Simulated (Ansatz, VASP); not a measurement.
# Co3Ge2 in VASP and in Ansatz

```
CELL_PARAMETERS angstrom
3.82053 0.00000 0.00000
-1.91027 3.30868 0.00000
0.00000 0.00000 4.77200
ATOMIC_POSITIONS crystal
Co 0.66667 0.33333 0.24436
Co 0.66667 0.33333 0.75564
Co 0.00000 0.00000 0.50000
Ge 0.00000 0.00000 0.00000
Ge 0.33333 0.66667 0.50000
```

Alike in both runs: task electric field gradients; functional LDA; k mesh 12 × 12 × 8; occupations gaussian, width 0.2 eV; collinear spin.

```csv
,VASP,Ansatz
version,VASP 6.6.1,Ansatz 0.2.0
potentials or method,"VASP PAW LDA potentials, release 64 (Co, Ge_d), cutoff 520 eV","scalar-relativistic, plane waves, PAW"
valence electrons in the cell,55,79
```

Ansatz gave:

* gap on the k mesh at the Fermi level (eV): none
* pressure (GPa): 0.0
* traceless stress, the component that is largest in VASP (GPa): 0.00
* rms of the force components (eV/Å): 0.000
* net moment per atom (μB): 0.22
* size of the moment on the site where the two differ most (μB): 0.47
* size of Vzz on the site where it differs most (V/Å²): 19.7

Task: Which values does VASP return?

Result: gap on the k mesh at the Fermi level (eV): none; pressure (GPa): 0.2; traceless stress, the component that is largest in VASP (GPa): 0.23; rms of the force components (eV/Å): 0.013; net moment per atom (μB): 0.17; size of the moment on the site where the two differ most (μB): 0.36; size of Vzz on the site where it differs most (V/Å²): 33.4.

LDA's correlation is that of Perdew and Zunger in VASP and of Perdew and Wang (1992) in Ansatz. Site moments also hang on the region over which each program counts them. Atom by atom the forces differ by 0.013 eV/Å (rms over components). A gap of «none» marks a metal or a gap that the smearing closes. VASP's potentials hold 55 valence electrons a cell and Ansatz's 79, so a difference there can come from the potentials and not from the codes. Ansatz's warnings: stability check not made.
